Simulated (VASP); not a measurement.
## Sn: single point with RPBE

Crystal: Sn.

```
Sn
1.0
     0.00000    3.36776    3.36776
     3.36776    0.00000    3.36776
     3.36776    3.36776    0.00000
Sn
2
Direct
  0.50000 0.50000 0.50000
  0.75000 0.75000 0.75000
```

This isn't the form of Sn at room conditions, which is tetragonal (white tin).

```
Program             : VASP 6.6.1
Task                : single point
Functional          : RPBE
Potentials or basis : VASP PAW PBE potentials, release 64 (Sn_d)
Cutoff              : 520 eV
k mesh              : 13 × 13 × 13
Occupations         : fermi-dirac, width 0.1 eV
Spin                : no spin polarisation
```

```
Pressure               : -0.1 GPa
Band gap on the k mesh : zero (bands 14 and 15 overlap by 0.21 eV)
```

Levels at points of the mesh, in eV from the Fermi level:
```tsv
k point	band 10	band 11	band 12	band 13	band 14	band 15	band 16	band 17	band 18	band 19
(0.00, 0.00, 0.00)	-21.29	-9.90	-1.33	0.06	0.06	0.06	2.13	2.13	2.13	5.14
```

Run time: 72 s on 1 thread of AMD EPYC 9R45 96-Core Processor (Zen 5), with other jobs on the host, peak memory 0.23 GiB.

Caveat: the PAW data sets were made with another functional, which shifts forces and pressure a little; spin-orbit coupling is left out, which moves the levels of the heavy elements.
